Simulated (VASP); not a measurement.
Input of a VASP 6.6.1 run:

File POSCAR:

```
MnO2
1.0
    4.3832916076     -0.0000000117      0.0000000000
   -0.0000000117      4.3832916076      0.0000000000
    0.0000000000      0.0000000000      2.8611299193
Mn O
2 4
Direct
    0.0000000000      0.0000000000      0.0000000000
    0.5000000000      0.5000000000      0.5000000000
    0.3047584487      0.3047584487      0.0000000000
    0.1952415517      0.8047584483      0.5000000000
    0.6952415513      0.6952415513      0.0000000000
    0.8047584483      0.1952415517      0.5000000000
```

File INCAR.step1:

```
ALGO = Normal
EDIFF = 1E-4
ENCUT = 520
GGA = PE
ISMEAR = 0
ISPIN = 2
LASPH = T
LCHARG = F
LMAXMIX = 4
LREAL = F
LWAVE = T
MAGMOM = 2.64 -2.64 0 0 0 0
NBANDS = 38
NELM = 150
PREC = Accurate
SIGMA = 0.05
```

INCAR.step2

```
ALGO = Normal
EDIFF = 1E-7
ENCUT = 520
ISIF = 2
ISMEAR = 0
ISPIN = 2
ISTART = 1
LASPH = T
LCHARG = F
LMAXMIX = 4
LMIXTAU = T
LORBIT = 11
LREAL = F
LWAVE = F
MAGMOM = 2.64 -2.64 0 0 0 0
METAGGA = R2SCAN
NBANDS = 38
NELM = 150
PREC = Accurate
SIGMA = 0.05
```

KPOINTS

```
k-points
0
Gamma
  6 6 10
```

Potentials or basis: VASP PAW PBE potentials, release 64 (Mn_pv, O).

Run with:

```bash
$ cat potpaw_PBE.64/Mn_pv/POTCAR potpaw_PBE.64/O/POTCAR > POTCAR
$ cp INCAR.step1 INCAR
$ mpirun -np 1 vasp_std > vasp.out
$ cp INCAR.step2 INCAR
$ mpirun -np 1 vasp_std > vasp.out
```

(1) Estimate the net moment.

(2) What does it give for the pressure?

(3) Estimate the site moments.

(4) Estimate the largest force.

Results:

(1) 0.00 μB per cell.

(2) 1.0 GPa.

(3) Mn +2.70, -2.70; O -0.04, +0.04 (each value once) μB.

(4) 0.030 eV/Å.

Caveat: the PAW data sets were made with another functional, which shifts forces and pressure a little.
